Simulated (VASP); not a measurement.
The system is NaTa4F.

```
Na Ta F
1.0
     0.00000    3.60048    3.60048
     3.60048    0.00000    3.60048
     3.60048    3.60048    0.00000
Na Ta F
1 4 1
Direct
  0.75000 0.75000 0.75000
  0.37352 0.37352 0.87944
  0.87944 0.37352 0.37352
  0.37352 0.37352 0.37352
  0.37352 0.87944 0.37352
  0.00000 0.00000 0.00000
```

The cell was generated, and may not be a known phase.

```yaml
Program: VASP 6.6.1
Task: relaxation of cell and atoms
Functional: PBE
Potentials_or_basis: VASP PAW PBE potentials, release 64 (Na_pv, Ta_pv, F)
Cutoff: 600 eV
k_mesh: 4 × 4 × 4
Occupations: gaussian, width 0.1 eV
Spin: no spin polarisation
```

At the start: pressure 44.7 GPa; volume 15.56 Å³/atom.

Q: How do energy, volume and symmetry change on relaxing?

A: Over 5 steps the energy falls by 603.4 meV/atom and the volume is 20.69 Å³/atom (+33.0 %); space group F-43m (No. 216, to 0.1 Å) before and after.

Step by step:
| step | energy change (eV) | largest force (eV/Å) | pressure (GPa) | volume (Å³) |
| --- | --- | --- | --- | --- |
| 1 | 0.0000 | 2.2360 | 44.74 | 93.35 |
| 2 | -1.2467 | 0.8971 | -15.48 | 165.20 |
| 3 | -3.6170 | 0.0309 | -0.95 | 125.73 |
| 4 | -3.6204 | 0.0317 | -0.31 | 124.82 |
| 5 | -3.6206 | 0.0334 | 0.19 | 124.13 |

Final structure:
```
CELL_PARAMETERS angstrom
0.00000 3.95925 3.95925
3.95925 0.00000 3.95925
3.95925 3.95925 0.00000
ATOMIC_POSITIONS crystal
Na 0.75000 0.75000 0.75000
Ta 0.37840 0.37840 0.86479
Ta 0.86479 0.37840 0.37840
Ta 0.37840 0.37840 0.37840
Ta 0.37840 0.86479 0.37840
F 0.00000 0.00000 0.00000
```

Caveat: the k points lie up to 0.34 Å⁻¹ apart in the final cell; the volume moved by over 15 % at a fixed basis, so the end points are rough.
